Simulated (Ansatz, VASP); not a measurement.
## One calculation of W, two programs

INCAR

```
PREC = Accurate
ENCUT = 520
EDIFF = 1E-7
ISMEAR = 0
SIGMA = 0.1
LREAL = F
LASPH = T
NELM = 100
ALGO = Normal
ISIF = 2
LWAVE = F
LCHARG = T
GGA = PS
LELF = T
LVHAR = T
NBANDS = 13
```

File KPOINTS:

```
Automatic mesh
0
Gamma
  18 18 18
```

The input POSCAR:

```
W
1.0
   -1.5823450000      1.5823450000      1.5823450000
    1.5823450000     -1.5823450000      1.5823450000
    1.5823450000      1.5823450000     -1.5823450000
W
1
Direct
    0.0000000000      0.0000000000      0.0000000000
```

Input for Ansatz:

```yaml
crystal:
  lattice:
    - [-1.582345, 1.582345, 1.582345]
    - [1.582345, -1.582345, 1.582345]
    - [1.582345, 1.582345, -1.582345]
  atoms:
    - { symbol: W, position: [0.0, 0.0, 0.0] }
basis:
  ecutwfc: 420
kpoints:
  mp_grid: { grid: [18, 18, 18] }
hamiltonian:
  xc: pbesol
scf:
  occupations: { method: gaussian, width: 0.1 }
output:
  forces: true
  stress: true
  eigenvalues: true
  populations: true
```

Alike in both runs: task single point; functional PBEsol; k mesh 18 × 18 × 18; occupations gaussian, width 0.1 eV; no spin polarisation.

```csv
,VASP,Ansatz
version,VASP 6.6.1,Ansatz 0.2.0
potentials or method,"VASP PAW PBE potentials, release 64 (W_sv), cutoff 520 eV","scalar-relativistic, plane waves, PAW"
valence electrons in the cell,14,14
```

Ansatz gave:

```
gap on the k mesh at the Fermi level (eV) : none
pressure (GPa)                            : -3.1
```

Q: Which values does VASP return?

A: gap on the k mesh at the Fermi level (eV): none; pressure (GPa): -2.5.

VASP's potentials were made for PBE, not for PBEsol. A gap of «none» marks a metal or a gap that the smearing closes.

Neither program's run includes spin-orbit coupling.
